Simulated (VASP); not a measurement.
# InSb (zincblende type) (F-43m) in VASP: notebook, part 2 of 2

VASP 6.6.1. Earlier steps stand in the parts before.

### Step 4. Relaxation of cell and atoms, PBE, target pressure 41 GPa, at which the enthalpy is minimised

This run uses another cell than the first one, of 22.26 Å³/atom.

INCAR

```
PREC     = Accurate       # precision mode
ENCUT    = 600            # plane-wave cutoff, eV
EDIFF    = 1E-6           # SCF threshold, eV
ISMEAR   = -1             # smearing method
SIGMA    = 0.05           # smearing width, eV
LREAL    = False          # projectors in reciprocal space
LASPH    = True           # aspherical terms in the spheres
NELM     = 60             # most SCF steps
ALGO     = Normal         # electronic algorithm
ISIF     = 3              # what is computed and relaxed
LWAVE    = False          # write WAVECAR
LCHARG   = False          # write CHGCAR
GGA      = PE             # functional
IBRION   = 2              # ionic algorithm
NSW      = 60             # ionic steps
EDIFFG   = -0.005         # ionic threshold
PSTRESS  = 410.0
```

KPOINTS

```
regular mesh
0
Gamma
  12 12 12
```

POSCAR

```
InSb
1.0
    0.0000000000      2.8130135990      2.8130135990
    2.8130135990      0.0000000000      2.8130135990
    2.8130135990      2.8130135990      0.0000000000
In Sb
1 1
Direct
    0.0000000000      0.0000000000      0.0000000000
    0.2500000000      0.2500000000      0.2500000000
```

Potentials or basis: VASP PAW PBE potentials, release 64 (In_d, Sb).

Run with:

```
> cat potpaw_PBE.64/In_d/POTCAR potpaw_PBE.64/Sb/POTCAR > POTCAR
> mpirun -np 1 vasp_std > vasp.out
```

OUTCAR:

```text
PREC = Accurate
   ENCUT = 600
   EDIFF = 1E-6
   ISMEAR = -1
   LREAL = False
   LASPH = True
   NELM = 60
   ISIF = 3
   GGA = PE
   IBRION = 2
   NSW = 60
   EDIFFG = -0.005
   PSTRESS = 410.0

 ion  position               nearest neighbor table
   1  0.000  0.000  0.000-   2 2.44   2 2.44   2 2.44   2 2.44
   2  0.250  0.250  0.250-   1 2.44   1 2.44   1 2.44   1 2.44

  LATTYP: Found a face centered cubic cell.
 ALAT       =     5.6260271980

  Lattice vectors:

 A1 = (   0.0000000000,   2.8130135990,   2.8130135990)
 A2 = (   2.8130135990,   0.0000000000,   2.8130135990)
 A3 = (   2.8130135990,   2.8130135990,   0.0000000000)

Analysis of symmetry for initial positions (statically):
=====================================================================
 Subroutine PRICEL returns:
 Original cell was already a primitive cell.

[... 169 lines left out ...]
  energy without entropy =       -3.66625521  energy(sigma->0) =       -3.66637004

 E-fermi :  11.0620     XC(G=0): -10.6440

 val. band max:       10.9769644099   @ k =   0.0000   0.0000   0.0000
 cond. band min:      11.2005342664   @ k =   0.4167   0.4167   0.0000
 fundamental gap:      0.2235698565
 Fermi energy:        11.0619548727
[... 886 lines left out ...]
  energy  without entropy=       -4.9256493351  energy(sigma->0) =       -4.92566307

  enthalpy is  TOTEN    =         7.5337988649 eV   P V=       12.4594756706

[... ionic steps 4 to 14 ...]

--------------------------------------- Ionic step       15  -------------------------------------------

 number of electron      17.9999993 magnetization

------------------------ aborting loop because EDIFF is reached ----------------------------------------
[... 71 lines left out ...]
--------------------------------------- Ionic step       17  -------------------------------------------

 number of electron      17.9999993 magnetization

 Free energy of the ion-electron system (eV)
  ---------------------------------------------------
  ext. energy  EPLUGINS =         0.00000000
  ---------------------------------------------------
  free energy    TOTEN  =        -4.81080387 eV

  energy without entropy =       -4.81076934  energy(sigma->0) =       -4.81078660

 E-fermi :   9.8417     XC(G=0): -10.2509

 val. band max:        9.6250477423   @ k =   0.0000   0.0000   0.0000
 cond. band min:      10.1018859440   @ k =   0.4167   0.4167   0.0000
 fundamental gap:      0.4768382017
 Fermi energy:         9.8417235068
[... 417 lines left out ...]
  energy  without entropy=       -4.8107693361  energy(sigma->0) =       -4.81078660

  enthalpy is  TOTEN    =         7.5311663770 eV   P V=       12.3419702428

 reached required accuracy - stopping structural energy minimisation
```

CONTCAR:

```text
InSb
   1.00000000000000
    -0.0000000000000000    2.8890855912851898    2.8890855912851898
     2.8890855912851898    0.0000000000000000    2.8890855912851898
     2.8890855912851898    2.8890855912851898   -0.0000000000000000
  In              Sb
     1     1
Direct
     0.0000000000000000    0.0000000000000000    0.0000000000000000
     0.2500000000000000    0.2500000000000000    0.2500000000000000

  0.00000000E+00  0.00000000E+00  0.00000000E+00
  0.00000000E+00  0.00000000E+00  0.00000000E+00
```

Wall time 1.9 min (1 thread of Intel Xeon 6975P-C (Granite Rapids), shared host); peak memory 0.24 GiB.

What came out:

```yaml
Free_energy: -4.8108 eV
Relaxed_volume: 24.11 Å³/atom
Relaxed_cell: a = 4.086 Å, b = 4.086 Å, c = 4.086 Å, α = 60.00°, β = 60.00°, γ = 60.00°
Space_group_after_relaxing_to_0.1_Å: F-43m (No. 216)
Energy_change_on_relaxing_the_run_minimises_the_enthalpy: -572.2 meV/atom
Ionic_steps: 17
Pressure_after_relaxing: 41.0 GPa
Band_gap_on_the_k_mesh: 0.48 eV (least direct gap 1.86 eV)
```

The path:
| step | energy change (eV) | largest force (eV/Å) | pressure (GPa) | volume (Å³) |
| --- | --- | --- | --- | --- |
| 1 | 0.0000 | 0.0000 | 58.89 | 44.52 |
| 2 | -3.0497 | 0.0000 | 8.24 | 62.53 |
| 3 | -1.2592 | 0.0000 | 39.19 | 48.69 |
| 4 | -1.1526 | 0.0000 | 40.87 | 48.26 |
| 5 | -1.1329 | 0.0000 | 41.21 | 48.18 |
| 6 | -1.1335 | 0.0000 | 41.18 | 48.19 |
| 7 | -1.1353 | 0.0000 | 41.14 | 48.19 |
| 8 | -1.1353 | 0.0000 | 41.14 | 48.19 |
| 9 | -1.1353 | 0.0000 | 41.15 | 48.19 |
| 10 | -1.1354 | 0.0000 | 41.15 | 48.19 |
| 11 | -1.1356 | 0.0000 | 41.14 | 48.20 |
| 12 | -1.1361 | 0.0000 | 41.14 | 48.20 |
| 13 | -1.1369 | 0.0000 | 41.14 | 48.20 |
| 14 | -1.1386 | 0.0000 | 41.09 | 48.21 |
| 15 | -1.1419 | 0.0000 | 41.04 | 48.22 |
| 16 | -1.1486 | 0.0000 | 40.93 | 48.25 |
| 17 | -1.1443 | 0.0000 | 41.00 | 48.23 |

Final structure:
```cif
data_structure
_symmetry_space_group_name_H-M 'P 1'
_symmetry_Int_Tables_number 1
_cell_length_a 4.0858
_cell_length_b 4.0858
_cell_length_c 4.0858
_cell_angle_alpha 60.000
_cell_angle_beta 60.000
_cell_angle_gamma 60.000
_cell_volume 48.23
loop_
_atom_site_label
_atom_site_type_symbol
_atom_site_fract_x
_atom_site_fract_y
_atom_site_fract_z
_atom_site_occupancy
In1 In 0.00000 0.00000 0.00000 1
Sb1 Sb 0.25000 0.25000 0.25000 1
```

Levels at points of the mesh, in eV from the valence-band top:
```
           k point  band 7  band 8  band 9  band 10  band 11  band 12
(0.00, 0.00, 0.00)    0.00    0.00    0.00     1.86     2.72     2.72
(0.50, 0.00, 0.00)   -7.81   -1.70   -1.70     1.21     3.64     3.64
(0.50, 0.50, 0.00)   -7.82   -3.75   -3.75     0.51     0.80    10.18
```

Caveat: the cell is relaxed towards a set pressure, so the run minimises the enthalpy, not the energy; semilocal functionals underestimate gaps, and a narrow one can read as zero; spin-orbit coupling is left out, which moves the levels of the heavy elements. A k mesh can miss the band edges.

### Step 5. Relaxation of cell and atoms, PBE, target pressure 41 GPa, at which the enthalpy is minimised

INCAR

```
SYSTEM = InSb
PREC = Accurate ; ENCUT = 600
EDIFF = 1E-6 ; ISMEAR = -1
SIGMA = 0.05 ; LREAL = .False.
LASPH = .True. ; NELM = 80
ALGO = Normal ; ISIF = 3
LWAVE = .False. ; LCHARG = .False.
GGA = PE ; IBRION = 2
NSW = 32 ; EDIFFG = -0.005
PSTRESS = 410.0
```

KPOINTS

```
regular mesh
0
Gamma
  12 12 12
  0 0 0
```

POSCAR

```
InSb
1.0
    0.0000000000      2.8896664538      2.8896664538
    2.8896664538      0.0000000000      2.8896664538
    2.8896664538      2.8896664538      0.0000000000
In Sb
1 1
Direct
    0.0000000000      0.0000000000      0.0000000000
    0.2500000000      0.2500000000      0.2500000000
```

Run with:

```
> cat potpaw_PBE.64/In_d/POTCAR potpaw_PBE.64/Sb/POTCAR > POTCAR
> mpirun -np 1 vasp_std > vasp.out
```

Run time: 46 s. Hardware: 1 thread of Intel Xeon 6975P-C (Granite Rapids), shared host; peak memory 0.24 GiB.

Results (log left out):

```yaml
Free_energy: -4.8117 eV
Relaxed_volume: 24.12 Å³/atom
Relaxed_cell: a = 4.086 Å, b = 4.086 Å, c = 4.086 Å, α = 60.00°, β = 60.00°, γ = 60.00°
Space_group_after_relaxing_to_0.1_Å: F-43m (No. 216)
Energy_change_on_relaxing_the_run_minimises_the_enthalpy: +3.6 meV/atom
Ionic_steps: 3
Pressure_after_relaxing: 41.0 GPa
Band_gap_on_the_k_mesh: 0.48 eV (least direct gap 1.86 eV)
```

Step by step:
```csv
step,energy change (eV),largest force (eV/Å),pressure (GPa),volume (Å³)
1,0.0000,0.0000,40.89,48.26
2,0.0286,0.0000,41.36,48.15
3,0.0071,0.0000,41.00,48.23
```

Final structure:
```xyz
2
Lattice="0.0000 2.8891 2.8891 2.8891 0.0000 2.8891 2.8891 2.8891 0.0000" Properties=species:S:1:pos:R:3 pbc="T T T"
In    0.0000    0.0000    0.0000
Sb    1.4446    1.4446    1.4446
```

Levels at points of the mesh, in eV from the valence-band top:
```csv
k point,band 7,band 8,band 9,band 10,band 11,band 12
"(0.00, 0.00, 0.00)",0.00,0.00,0.00,1.86,2.72,2.72
"(0.50, 0.00, 0.00)",-7.81,-1.70,-1.70,1.21,3.64,3.64
"(0.50, 0.50, 0.00)",-7.82,-3.75,-3.75,0.51,0.80,10.18
```

Caveat: the cell is relaxed towards a set pressure, so the run minimises the enthalpy, not the energy; semilocal functionals underestimate gaps, and a narrow one can read as zero; spin-orbit coupling is left out, which moves the levels of the heavy elements.

### Step 6. The runs side by side

| task | cell | cutoff (eV) | gap on the mesh (eV) | pressure (GPa) |
| --- | --- | --- | --- | --- |
| single point | a = 4.087 Å, angles 60.0°, 2 atoms | 520 | 0.48 | 40.9 |
| relaxation of cell and atoms | relaxed to 41 GPa from a = 3.978 Å, angles 60.0°, 2 atoms | 600 | 0.48 | 41.0 |
| relaxation of cell and atoms | relaxed to 41 GPa from a = 4.087 Å, angles 60.0°, 2 atoms | 600 | 0.48 | 41.0 |

Alike in all rows: level PBE; potentials or basis VASP PAW PBE potentials, release 64 (In_d, Sb); no spin polarisation; k mesh 12 × 12 × 12; smearing fermi-dirac 0.05 eV.

Caveats: semilocal functionals underestimate gaps, and a narrow one can read as zero; spin-orbit coupling is left out, which moves the levels of the heavy elements; the cell is relaxed towards a set pressure, so the run minimises the enthalpy, not the energy (at least some runs); the cell stands under pressure (at least some runs).

Total energies depend on the potentials used, so only differences within one code and one set of settings carry meaning.
